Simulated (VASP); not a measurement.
Input of a VASP 6.6.1 run:

The input INCAR:

```
PREC = Accurate
ENCUT = 520
EDIFF = 1E-7
ISMEAR = -1
SIGMA = 0.08
LREAL = False
LASPH = True
NELM = 60
ALGO = Normal
ISIF = 2
LWAVE = False
LCHARG = False
GGA = PE
NBANDS = 19
```

Contents of KPOINTS:

```
Automatic mesh
0
Gamma
  13 13 7
```

File POSCAR:

```
Zr
1.0
    3.1350382758      0.0000000000      0.0000000000
   -1.5675191379      2.7150227886      0.0000000000
    0.0000000000      0.0000000000      5.1470000000
Zr
2
Direct
    0.3333333333      0.6666666667      0.2500000000
    0.6666666667      0.3333333333      0.7500000000
```

Potentials or basis: VASP PAW PBE potentials, release 64 (Zr_sv).

Run with:

```console
$ cat potpaw_PBE.64/Zr_sv/POTCAR > POTCAR
$ mpirun -np 1 vasp_std > vasp.out
```

Question: Predict the pressure.

Answer: 6.7 GPa.

Question: What does it give for the band gap on the k mesh?

Answer: Zero (band 12 reaches 10.61 eV, above the bottom of band 13 at 9.50 eV).

Stress tensor (GPa, compression positive):
```
7.23 0.00 0.00
0.00 7.23 0.00
0.00 0.00 5.62
```

Caveat: the cell differs from its parent crystal (equal xx and yy strain of -3 %).
